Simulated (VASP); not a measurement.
Runs of VASP 6.6.1 on AlN. It takes space group F-43m (No. 216, cubic). The conventional cell has a = 4.370 Å, b = 4.370 Å, c = 4.370 Å, α = 90.00°, β = 90.00°, γ = 90.00°. Al (site symmetry -43m) has 4 N at 1.89 Å within 2.5 Å. Within 2.5 Å of N (site symmetry -43m) lie 4 Al at 1.89 Å. 

```csv
task,level,potentials or basis,k mesh,cutoff (eV),smearing,grid for exact exchange (PRECFOCK),screening parameter,GW scheme,GW iterations,cutoff of the response function,gap on the mesh (eV),pressure (GPa)
single point,HSE06,"VASP PAW PBE potentials, release 64 (Al, N)",4 × 4 × 4,520,gaussian 0.01 eV,Normal,0.2079 1/Å,-,-,-,4.55,-0.8
single point,PBE-based screened hybrid,"VASP PAW PBE potentials, release 64 (Al, N)",4 × 4 × 4,520,gaussian 0.01 eV,Normal,0.1 1/Å,-,-,-,3.61,3.3
single point,PBE,"VASP PAW PBE potentials, release 64 (Al, N)",8 × 8 × 8,520,gaussian 0.01 eV,-,-,-,-,-,3.32,4.3
single point,PBE,"VASP PAW PBE potentials, release 64 (Al, N)",4 × 4 × 4,520,gaussian 0.01 eV,-,-,-,-,-,(b),(a)
single point,HSE06,"VASP PAW PBE potentials, release 64 (Al, N)",4 × 4 × 4,520,gaussian 0.001 eV,Normal,0.2079 1/Å,-,-,-,4.55,-0.8
```

Alike in all rows: no spin polarisation; cell a = 3.090 Å, angles 60.0°, 2 atoms.

Task: Estimate the missing entries.

Result: (a) 4.4; (b) 3.29.

Caveats: some runs use coarse meshes; the PAW data sets were made with another functional, which shifts forces and pressure a little (some runs).

A k mesh can miss the band edges.
